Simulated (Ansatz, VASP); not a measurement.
**GeW: VASP beside Ansatz**

```
CELL_PARAMETERS angstrom
2.99831 0.00000 0.00000
0.00000 2.99831 0.00000
0.00000 0.00000 3.92993
ATOMIC_POSITIONS crystal
Ge 0.50000 0.50000 0.50000
W 0.00000 0.00000 0.00000
```

Alike in both runs: task relaxation of cell and atoms; functional PBE; k mesh 6 × 6 × 4; occupations gaussian, width 0.1 eV; no spin polarisation.

```csv
,VASP,Ansatz
version,VASP 6.6.1,Ansatz 0.2.0
potentials or method,"VASP PAW PBE potentials, release 64 (Ge_d, W_sv), cutoff 600 eV","scalar-relativistic, plane waves, PAW"
valence electrons in the cell,28,28
```

Ansatz gave:

| Item | Value |
| --- | --- |
| gap on the k mesh at the Fermi level, each at its own relaxed structure (eV) | none |
| relaxed volume (Å³/atom) | 15.45 |
| relaxed cell length with the largest relative difference (Å) | 3.111 |

Problem. Which values does VASP return?

Solution. gap on the k mesh at the Fermi level, each at its own relaxed structure (eV): none; relaxed volume (Å³/atom): 15.45; relaxed cell length with the largest relative difference (Å): 3.112.

A gap of «none» marks a metal or a gap that the smearing closes.

The k mesh is coarse, so the values compare programs but aren't converged. Neither program's run includes spin-orbit coupling.
